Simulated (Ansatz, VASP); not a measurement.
**Two plane-wave programs on Al2O3**

```
Al O
1.0
     2.40435    1.38815    4.15576
    -2.40435    1.38815    4.15576
     0.00000   -2.77631    4.15576
Al O
4 6
Direct
  0.85215 0.85215 0.85215
  0.64785 0.64785 0.64785
  0.14785 0.14785 0.14785
  0.35215 0.35215 0.35215
  0.05618 0.44382 0.75000
  0.75000 0.05618 0.44382
  0.44382 0.75000 0.05618
  0.94382 0.55618 0.25000
  0.25000 0.94382 0.55618
  0.55618 0.25000 0.94382
```

Change from the starting cell: strain +0.000 along x and y, -0.050 along z, atoms carried along.

Alike in both runs: task single point; functional PBE; k mesh 6 × 6 × 6; occupations gaussian, width 0.05 eV; no spin polarisation.

```csv
,VASP,Ansatz
version,VASP 6.6.1,Ansatz 0.2.0
potentials or method,"VASP PAW PBE potentials, release 64 (Al, O), cutoff 520 eV","scalar-relativistic, plane waves, PAW"
valence electrons in the cell,48,48
```

|  | VASP | Ansatz | Ansatz less VASP |
| --- | --- | --- | --- |
| gap on the k mesh at the Fermi level (eV) | 6.03 | 6.04 | +0.002 |
| least direct gap on the mesh (eV) | 6.03 | 6.04 | +0.002 |
| pressure (GPa) | 12.5 | 12.7 | +0.12 |
| traceless stress, the component that is largest in VASP (GPa) | 13.52 | 13.52 | -0.001 |
| rms of the force components (eV/Å) | 0.161 | 0.158 | -0.0025 |

Atom by atom the forces differ by 0.003 eV/Å (rms over components).
